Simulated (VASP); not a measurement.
HF: single point with PBE+D3(BJ)

HF:

```
CELL_PARAMETERS angstrom
5.46479 0.00000 0.00000
0.00000 5.46479 0.00000
0.00000 0.00000 5.46479
ATOMIC_POSITIONS crystal
F 0.11208 0.49883 0.31242
F 0.80501 0.76804 0.38300
F 0.38073 0.35760 0.97612
F 0.60068 0.77084 0.96286
F 0.84464 0.21280 0.87711
F 0.33218 0.95736 0.30890
H 0.22093 0.47821 0.15797
H 0.68339 0.77496 0.13258
H 0.53354 0.42368 0.93908
H 0.43482 0.97647 0.17318
H 0.78989 0.30611 0.75524
H 0.98018 0.74004 0.35824
```

```yaml
Program: VASP 6.6.1
Task: single point
Functional: PBE
Dispersion: D3(BJ)
Potentials_or_basis: VASP PAW PBE potentials, release 64 (F, H)
Cutoff: 520 eV
k_mesh: 1 × 1 × 1
Occupations: fermi-dirac, width 0.05 eV
Spin: no spin polarisation
```

The pressure is 1.4 GPa and the largest force is 3.459 eV/Å. The band gap on the k mesh is 6.44 eV. The dispersion energy per atom is -0.023 eV.

Forces on the atoms (eV/Å):
```
F    1.686 -0.430 -1.843
F   -0.386  0.853 -0.207
F   -1.194 -0.685  0.073
F    0.878 -0.059  1.670
F    1.006 -1.609  2.507
F   -0.458  0.215  0.640
H   -1.053 -0.079  1.864
H   -0.205 -0.280 -1.234
H    0.703  0.874  0.144
H   -0.023  0.075 -0.624
H   -0.661  1.668 -2.957
H   -0.294 -0.543 -0.033
```

Stress tensor (GPa, compression positive):
```
 2.68 -1.12 -0.55
-1.12  2.31 -1.12
-0.55 -1.12 -0.90
```

Levels at points of the mesh, in eV from the valence-band top:
```tsv
k point	band 20	band 21	band 22	band 23	band 24	band 25	band 26	band 27	band 28	band 29
(0.00, 0.00, 0.00)	-0.78	-0.60	-0.34	-0.27	0.00	6.44	10.10	11.21	11.43	11.84
```

Wall time 18 s on 1 thread of Intel(R) Xeon(R) Platinum 8375C CPU @ 2.90GHz (Ice Lake) (shared host), peak memory 0.23 GiB.

Caveat: the k points lie up to 1.15 Å⁻¹ apart.
